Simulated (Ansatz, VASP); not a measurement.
Pt in VASP and in Ansatz

```
Pt
1.0
     0.00000   -1.95790   -1.95790
     0.00000    1.95790   -1.95790
     3.91580    0.00000    0.00000
Pt
2
Direct
  0.50000 0.50000 0.54469
  0.00000 0.00000 0.95531
```

Change from the starting cell: mode 6 (200.8 1/cm) frozen in, largest displacement +0.175 Å.

Alike in both runs: task single point; functional PBE; k mesh 18 × 18 × 12; occupations gaussian, width 0.15 eV; no spin polarisation.

```csv
,VASP,Ansatz
version,VASP 6.6.1,Ansatz 0.2.0
potentials or method,"VASP PAW PBE potentials, release 64 (Pt), cutoff 520 eV","scalar-relativistic, plane waves, PAW"
valence electrons in the cell,20,36
```

VASP gave:

- gap on the k mesh at the Fermi level (eV): none
- rms of the force components (eV/Å): 3.115

Estimate Ansatz's values.

gap on the k mesh at the Fermi level (eV): none; rms of the force components (eV/Å): 3.136.

Atom by atom the forces differ by 0.021 eV/Å (rms over components). A gap of «none» marks a metal or a gap that the smearing closes. The functional is the same, so the differences come from potentials, cutoffs and numerics. VASP's potentials hold 20 valence electrons a cell and Ansatz's 36, so a difference there can come from the potentials and not from the codes.

Neither program's run includes spin-orbit coupling.
